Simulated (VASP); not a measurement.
# SiO2 (Cristobalite) (P4_12_12) in VASP: further runs

The runs below take SiO2 (Cristobalite) through single point, with PBE.

Everything below comes from runs of VASP 6.6.1. Logs are shortened: lines on timing, memory, paths and dates and some standing lists are left out, and cuts for length are marked.

### 1 The cell of the first run

The structure is tetragonal, space group P4_12_12 (No. 92). Conventional cell: a = 4.957 Å, b = 4.957 Å, c = 6.890 Å, α = 90.00°, β = 90.00°, γ = 90.00°. Si (site symmetry 2) has 4 O at 1.63 Å within 2.2 Å. O (site symmetry 1) has 2 Si at 1.63 Å within 2.2 Å.

### 2 Single point, PBE

INCAR

```
SYSTEM = SiO2
ALGO = Normal ; EDIFF = 1E-6
ENCUT = 520 ; GGA = PE
ISIF = 2 ; ISMEAR = -1
LASPH = .True. ; LCHARG = .False.
LREAL = .False. ; LWAVE = .False.
NBANDS = 44 ; NELM = 60
PREC = Accurate ; SIGMA = 0.02
```

KPOINTS

```
k-points
0
Gamma
  4 4 3
  0 0 0
```

POSCAR

```
SiO2
1.0
    4.9570000000      0.0000000000      0.0000000000
    0.0000000000      4.9570000000      0.0000000000
    0.0000000000      0.0000000000      6.8903000000
Si O
4 8
Direct
    0.3070900602      0.3070900602      0.0000000000
    0.1929099398      0.8070900602      0.2500000000
    0.6929099398      0.6929099398      0.5000000000
    0.8070900602      0.1929099398      0.7500000000
    0.2359638040      0.1200361811      0.1869472769
    0.3799638189      0.7359638040      0.4369472769
    0.7640361960      0.8799638189      0.6869472769
    0.6200361811      0.2640361960      0.9369472769
    0.7359638040      0.3799638189      0.5630527231
    0.8799638189      0.7640361960      0.3130527231
    0.2640361960      0.6200361811      0.0630527231
    0.1200361811      0.2359638040      0.8130527231
```

Potentials or basis: VASP PAW PBE potentials, release 64 (Si, O).

Started as:

```console
> cat potpaw_PBE.64/Si/POTCAR potpaw_PBE.64/O/POTCAR > POTCAR
> mpirun -np 1 vasp_std > vasp.out
```

OUTCAR:

```text
SYSTEM = SiO2
   EDIFF = 1E-6
   ENCUT = 520
   GGA = PE
   ISIF = 2
   ISMEAR = -1
   LASPH = .True.
   LREAL = .False.
   NELM = 60
   PREC = Accurate

 ion  position               nearest neighbor table
   1  0.307  0.307  0.000-   8 1.63  11 1.63   5 1.63  12 1.63   2 3.07   4 3.07   2 3.07   4 3.07

   2  0.193  0.807  0.250-   5 1.63  10 1.63   6 1.63  11 1.63   1 3.07   3 3.07   1 3.07   3 3.07

   3  0.693  0.693  0.500-   6 1.63   9 1.63   7 1.63  10 1.63   2 3.07   4 3.07   4 3.07   2 3.07

   4  0.807  0.193  0.750-   7 1.63  12 1.63   9 1.63   8 1.63   1 3.07   3 3.07   3 3.07   1 3.07

   5  0.236  0.120  0.187-   2 1.63   1 1.63
   6  0.380  0.736  0.437-   3 1.63   2 1.63
   7  0.764  0.880  0.687-   4 1.63   3 1.63
   8  0.620  0.264  0.937-   1 1.63   4 1.63
   9  0.736  0.380  0.563-   3 1.63   4 1.63
  10  0.880  0.764  0.313-   2 1.63   3 1.63
  11  0.264  0.620  0.063-   1 1.63   2 1.63
  12  0.120  0.236  0.813-   4 1.63   1 1.63

  LATTYP: Found a simple tetragonal cell.
 ALAT       =     4.9570000000
 C/A-ratio  =     1.3900141214

  Lattice vectors:

 A1 = (   4.9570000000,   0.0000000000,   0.0000000000)
 A2 = (   0.0000000000,   4.9570000000,   0.0000000000)
 A3 = (   0.0000000000,   0.0000000000,   6.8903000000)

Analysis of symmetry for initial positions (statically):
=====================================================================
 Subroutine PRICEL returns:
 Original cell was already a primitive cell.

 Routine SETGRP: Setting up the symmetry group for a
 simple tetragonal supercell.

 Subroutine GETGRP returns: Found  8 space group operations
 (whereof  2 operations were pure point group operations)
 out of a pool of 16 trial point group operations.

The static configuration has the point symmetry C_2 .
 The point group associated with its full space group is D_4 .

Analysis of symmetry for dynamics (positions and initial velocities):
=====================================================================
 Subroutine PRICEL returns:
 Original cell was already a primitive cell.

 Routine SETGRP: Setting up the symmetry group for a
 simple tetragonal supercell.

 Subroutine GETGRP returns: Found  8 space group operations
 (whereof  2 operations were pure point group operations)
 out of a pool of 16 trial point group operations.

The dynamic configuration has the point symmetry C_2 .
 The point group associated with its full space group is D_4 .

 Subroutine INISYM returns: Found  8 space group operations
 (whereof  2 operations are pure point group operations),
 and found     1 'primitive' translations

----------------------------------------------------------------------------------------

                                     Primitive cell

  volume of cell :     169.3074

  direct lattice vectors                    reciprocal lattice vectors
     4.957000000  0.000000000  0.000000000     0.201734920  0.000000000  0.000000000
     0.000000000  4.957000000  0.000000000     0.000000000  0.201734920  0.000000000
     0.000000000  0.000000000  6.890300000     0.000000000  0.000000000  0.145131562

  length of vectors
     4.957000000  4.957000000  6.890300000     0.201734920  0.201734920  0.145131562

  position of ions in fractional coordinates (direct lattice)
     0.307090060  0.307090060  0.000000000
     0.192909940  0.807090060  0.250000000
     0.692909940  0.692909940  0.500000000
     0.807090060  0.192909940  0.750000000
     0.235963804  0.120036181  0.186947277
     0.379963819  0.735963804  0.436947277
     0.764036196  0.879963819  0.686947277
     0.620036181  0.264036196  0.936947277
     0.735963804  0.379963819  0.563052723
     0.879963819  0.764036196  0.313052723
     0.264036196  0.620036181  0.063052723
     0.120036181  0.235963804  0.813052723

  ion indices of the primitive-cell ions
   primitive index   ion index
                 1           1
                 2           2
                 3           3
                 4           4
                 5           5
                 6           6
                 7           7
                 8           8
                 9           9
                10          10
                11          11
                12          12

----------------------------------------------------------------------------------------

 KPOINTS: k-points

Automatic generation of k-mesh.
 Grid dimensions read from file:
 generate k-points for:    4    4    3

 Generating k-lattice:

  Cartesian coordinates                     Fractional coordinates (reciprocal lattice)
     0.050433730  0.000000000  0.000000000     0.250000000  0.000000000  0.000000000
     0.000000000  0.050433730  0.000000000     0.000000000  0.250000000  0.000000000
     0.000000000  0.000000000  0.048377187     0.000000000  0.000000000  0.333333333

  Length of vectors
     0.050433730  0.050433730  0.048377187

  Shift w.r.t. Gamma in fractional coordinates (k-lattice)
     0.000000000  0.000000000  0.000000000

 Subroutine IBZKPT returns following result:
 ===========================================

 Found     12 irreducible k-points:

 Following reciprocal coordinates:
            Coordinates               Weight
  0.000000  0.000000  0.000000      1.000000
  0.250000  0.000000  0.000000      4.000000
  0.500000  0.000000  0.000000      2.000000
  0.250000  0.250000  0.000000      4.000000
  0.500000  0.250000  0.000000      4.000000
  0.500000  0.500000  0.000000      1.000000
  0.000000  0.000000  0.333333      2.000000
  0.250000  0.000000  0.333333      8.000000
  0.500000  0.000000  0.333333      4.000000
  0.250000  0.250000  0.333333      8.000000
  0.500000  0.250000  0.333333      8.000000
  0.500000  0.500000  0.333333      2.000000
   k-points           NKPTS =     12   k-points in BZ     NKDIM =     12   number of bands    NBANDS=     44
   number of dos      NEDOS =    301   number of ions     NIONS =     12
   total plane-waves  NPLWV =  86400
   dimension x,y,z NGX =    40 NGY =   40 NGZ =   54
   dimension x,y,z NGXF=    80 NGYF=   80 NGZF=  108
   ions per type =               4   8
   NGX,Y,Z   is equivalent  to a cutoff of  13.42, 13.42, 13.03 a.u.
   NGXF,Y,Z  is equivalent  to a cutoff of  26.83, 26.83, 26.06 a.u.
 SYSTEM =  SiO2
   PREC   = accura    normal or accurate (medium, high low for compatibility)
   ISTART =      0    job   : 0-new  1-cont  2-samecut
   ICHARG =      2    charge: 1-file 2-atom 10-const
   ISPIN  =      1    spin polarized calculation?
   LNONCOLLINEAR =      F non collinear calculations
   LSORBIT =      F    spin-orbit coupling
   LASPH  =      T    aspherical Exc in radial PAW
   ENCUT  =  520.0 eV  38.22 Ry    6.18 a.u.   9.22  9.22 12.81*2*pi/ulx,y,z
   NELM   =     60;   NELMIN=  2; NELMDL= -5     # of ELM steps
   EDIFF  = 0.1E-05   stopping-criterion for ELM
   LREAL  =      F    real-space projection
   EDIFFG = 0.1E-04   stopping-criterion for IOM
   NSW    =      0    number of steps for IOM
   IBRION =     -1    ionic relax: 0-MD 1-quasi-New 2-CG
   NFREE  =      0    steps in history (QN), initial steepest desc. (CG)
   ISIF   =      2    stress and relaxation
   ISYM   =      2    0-nonsym 1-usesym 2-fastsym
   POTIM  = 0.5000    time-step for ionic-motion
   TEBEG  =    0.0;   TEEND  =   0.0 temperature during run
   PSTRESS=    0.0 pullay stress
   NELECT =      64.0000    total number of electrons
   NUPDOWN=      -1.0000    fix difference up-down
   EMIN   =  10.00;   EMAX   =-10.00  energy-range for DOS
   EFERMI =   0.00;   METHOD = LEGACY
   ISMEAR =    -1;   SIGMA  =   0.02  broadening in eV -4-tet -1-fermi 0-gaus
   EFERMI_NEDOS =   21; number of points for ismear=-14 and -15
   IALGO  =     38    algorithm
   IMIX   =      4    mixing-type and parameters
     AMIX     =   0.40;   BMIX     =  1.00
     AMIX_MAG =   1.60;   BMIX_MAG =  1.00
  volume/ion in A,a.u.               =      14.11        95.21
  Fermi-wavevector in a.u.,A,eV,Ry     =   1.183703  2.236875 19.063848  1.401153
  Thomas-Fermi vector in A             =   2.319932
   LORBIT       =      0    0 simple, 1 ext, 2 COOP (PROOUT), +10 PAW based schemes
   GGA     = PE    functional components
   LHFCALC =     F    Hartree Fock is set to
   AEXX    =    0.0000 exact exchange contribution
   IVDW    =     0    specifies the selected vdW correction
   LEPSILON=     F    determine dielectric tensor
   LRPA    =     F    only Hartree local field effects (RPA)
 non-spin polarized calculation
  energy-cutoff  :      520.00
  volume of cell :      169.31
 maximum number of plane-waves:      4590
 NGX is ok and might be reduce to    40
   NGX = 19   NGY = 19   NGZ = 25

 number of electron      64.0000008 magnetization

 Free energy of the ion-electron system (eV)
  ---------------------------------------------------
  ext. energy  EPLUGINS =         0.00000000
  ---------------------------------------------------
  free energy    TOTEN  =       -94.86959282 eV

  energy without entropy =      -94.86959282  energy(sigma->0) =      -94.86959282

 E-fermi :   0.6606     XC(G=0):  -8.5552

 val. band max:        0.2335262049   @ k =   0.0000   0.0000   0.0000
 cond. band min:       5.8714083723   @ k =   0.0000   0.0000   0.0000
 fundamental gap:      5.6378821675
 Fermi energy:         0.6606096796

 k-point     1 :       0.0000    0.0000    0.0000
  band No.  band energies     occupation
      1     -19.1334      2.00000
      2     -18.2389      2.00000
      3     -18.2389      2.00000
      4     -17.1120      2.00000
      5     -17.0417      2.00000
      6     -17.0413      2.00000
[... 36 lines left out ...]
     43      11.6186      0.00000
     44      12.0000      0.00000

 k-point     2 :       0.2500    0.0000    0.0000
  band No.  band energies     occupation
      1     -19.0046      2.00000
      2     -18.3635      2.00000
      3     -18.0884      2.00000
      4     -17.2460      2.00000
      5     -17.1198      2.00000
      6     -17.0815      2.00000
[... 36 lines left out ...]
     43      11.4593      0.00000
     44      11.6955      0.00000

 k-point     3 :       0.5000    0.0000    0.0000
  band No.  band energies     occupation
      1     -18.6844      2.00000
      2     -18.6844      2.00000
      3     -17.6947      2.00000
      4     -17.6947      2.00000
      5     -17.1230      2.00000
      6     -17.1230      2.00000
[... 36 lines left out ...]
     43      11.2692      0.00000
     44      11.2692      0.00000

 k-point     4 :       0.2500    0.2500    0.0000
  band No.  band energies     occupation
      1     -18.8734      2.00000
      2     -18.2215      2.00000
      3     -18.2101      2.00000
      4     -17.4101      2.00000
      5     -17.1258      2.00000
      6     -17.0858      2.00000
[... 318 lines left out ...]
     43      11.2376      0.00000
     44      11.5423      0.00000

 k-point    11 :       0.5000    0.2500    0.3333
  band No.  band energies     occupation
      1     -18.5410      2.00000
      2     -18.5410      2.00000
      3     -17.8414      2.00000
      4     -17.8414      2.00000
      5     -17.1180      2.00000
      6     -17.1180      2.00000
[... 36 lines left out ...]
     43      11.3267      0.00000
     44      11.3267      0.00000

 k-point    12 :       0.5000    0.5000    0.3333
  band No.  band energies     occupation
      1     -18.1984      2.00000
      2     -18.1984      2.00000
      3     -18.1868      2.00000
      4     -18.1868      2.00000
      5     -17.1281      2.00000
      6     -17.1281      2.00000
[... 36 lines left out ...]
     43      10.7750      0.00000
     44      10.7750      0.00000

------------------------ aborting loop because EDIFF is reached ----------------------------------------

  FORCE on cell =-STRESS in cart. coord.  units (eV):
  Direction    XX          YY          ZZ          XY          YZ          ZX
  --------------------------------------------------------------------------------------
  -------------------------------------------------------------------------------------
  Total        1.7937040      1.7937040      1.4160029      0.0000000      0.0000000     -0.0000000
  in kB       16.9740463     16.9740463     13.3998132      0.0000000      0.0000000     -0.0000000
  external PRESSURE =      15.7826353 kB  Pullay stress =       0.0000000 kB

 VOLUME and BASIS-vectors are now :
 -----------------------------------------------------------------------------
  energy-cutoff  :      520.00
  volume of cell :      169.31
      direct lattice vectors                 reciprocal lattice vectors
     4.957000000  0.000000000  0.000000000     0.201734920  0.000000000  0.000000000
     0.000000000  4.957000000  0.000000000     0.000000000  0.201734920  0.000000000
     0.000000000  0.000000000  6.890300000     0.000000000  0.000000000  0.145131562

 POSITION                                       TOTAL-FORCE (eV/Angst)
 -----------------------------------------------------------------------------------
      1.52225      1.52225      0.00000         0.017262      0.017262     -0.000000
      0.95625      4.00075      1.72257        -0.017262      0.017262     -0.000000
      3.43475      3.43475      3.44515        -0.017262     -0.017262     -0.000000
      4.00075      0.95625      5.16772         0.017262     -0.017262     -0.000000
      1.16967      0.59502      1.28812         0.000512     -0.000109     -0.002821
      1.88348      3.64817      3.01070         0.000109      0.000512     -0.002821
      3.78733      4.36198      4.73327        -0.000512      0.000109     -0.002821
      3.07352      1.30883      6.45585        -0.000109     -0.000512     -0.002821
      3.64817      1.88348      3.87960         0.000512      0.000109      0.002821
      4.36198      3.78733      2.15703         0.000109     -0.000512      0.002821
      1.30883      3.07352      0.43445        -0.000512     -0.000109      0.002821
      0.59502      1.16967      5.60218        -0.000109      0.000512      0.002821
 -----------------------------------------------------------------------------------
    total drift:                                0.000000     -0.000000     -0.000000

  FREE ENERGIE OF THE ION-ELECTRON SYSTEM (eV)
  ---------------------------------------------------
  free  energy   TOTEN  =       -94.8695928179 eV

  energy  without entropy=      -94.8695928179  energy(sigma->0) =      -94.86959282
```

Wall time 92 s (1 thread of AMD EPYC 7R13 (Zen 3), shared host); peak memory 0.25 GiB.

Results:

```yaml
Free_energy: -94.8696 eV
Pressure: 1.6 GPa
Largest_force: 0.024 eV/Å
Band_gap_on_the_k_mesh: 5.64 eV, direct
```

Forces on the atoms (eV/Å):
```
Si   0.017  0.017  0.000
Si  -0.017  0.017  0.000
Si  -0.017 -0.017  0.000
Si   0.017 -0.017  0.000
O    0.001  0.000 -0.003
O    0.000  0.001 -0.003
O   -0.001  0.000 -0.003
O    0.000 -0.001 -0.003
O    0.001  0.000  0.003
O    0.000 -0.001  0.003
O   -0.001  0.000  0.003
O    0.000  0.001  0.003
```

Stress tensor (GPa, compression positive):
```
1.70 0.00 0.00
0.00 1.70 0.00
0.00 0.00 1.34
```

Expect the measured gap to be larger: semilocal functionals such as PBE lack the derivative discontinuity.

### 3 Single point, PBE

INCAR

```
SYSTEM = SiO2
PREC = Accurate
ENCUT = 520
EDIFF = 1E-6
ISMEAR = -1
SIGMA = 0.02
LREAL = .FALSE.
LASPH = .TRUE.
NELM = 80
ALGO = Normal
ISIF = 2
LWAVE = .FALSE.
LCHARG = .FALSE.
GGA = PE
NBANDS = 44
```

KPOINTS

```
regular mesh
0
G
  4 4 3
  0 0 0
```

POSCAR

```
SiO2
1.0
    4.9570000000      0.0000000000      0.0000000000
    0.0000000000      4.9570000000      0.0000000000
    0.0000000000      0.0000000000      6.8903000000
Si O
4 8
Direct
    0.3070900656      0.3070900656      0.0000000000
    0.1929099344      0.8070900656      0.2500000000
    0.6929099344      0.6929099344      0.5000000000
    0.8070900656      0.1929099344      0.7500000000
    0.2359638040      0.1200361882      0.1869472771
    0.3799638118      0.7359638040      0.4369472771
    0.7640361960      0.8799638118      0.6869472771
    0.6200361882      0.2640361960      0.9369472771
    0.7359638040      0.3799638118      0.5630527229
    0.8799638118      0.7640361960      0.3130527229
    0.2640361960      0.6200361882      0.0630527229
    0.1200361882      0.2359638040      0.8130527229
```

Potentials or basis: VASP PAW PBE potentials, release 64 (Si, O).

Started as:

```console
> cat potpaw_PBE.64/Si/POTCAR potpaw_PBE.64/O/POTCAR > POTCAR
> mpirun -np 1 vasp_std > vasp.out
```

Wall time 81 s (1 thread of AMD EPYC 7R13 (Zen 3), shared host); peak memory 0.25 GiB.

Results (log left out):

```yaml
Free_energy: -94.8696 eV
Pressure: 1.6 GPa
Largest_force: 0.024 eV/Å
Band_gap_on_the_k_mesh: 5.64 eV, direct
```

Forces in eV/Å, atoms in the order of the input:
```
Si   0.017  0.017  0.000
Si  -0.017  0.017  0.000
Si  -0.017 -0.017  0.000
Si   0.017 -0.017  0.000
O    0.001  0.000 -0.003
O    0.000  0.001 -0.003
O   -0.001  0.000 -0.003
O    0.000 -0.001 -0.003
O    0.001  0.000  0.003
O    0.000 -0.001  0.003
O   -0.001  0.000  0.003
O    0.000  0.001  0.003
```

Stress tensor (GPa, compression positive):
```
1.70 0.00 0.00
0.00 1.70 0.00
0.00 0.00 1.34
```

Levels at points of the mesh, in eV from the valence-band top:
```csv
k point,band 28,band 29,band 30,band 31,band 32,band 33,band 34,band 35,band 36,band 37
"(0.00, 0.00, 0.00)",-1.24,-0.68,-0.36,-0.36,0.00,5.64,8.77,8.77,9.23,9.23
"(0.50, 0.00, 0.00)",-0.96,-0.65,-0.65,-0.50,-0.50,7.69,7.69,9.21,9.21,9.71
"(0.50, 0.50, 0.00)",-1.25,-0.57,-0.57,-0.51,-0.51,8.66,8.66,8.69,8.69,9.64
```

A hybrid or GW would open this gap; PBE tends to underestimate it.
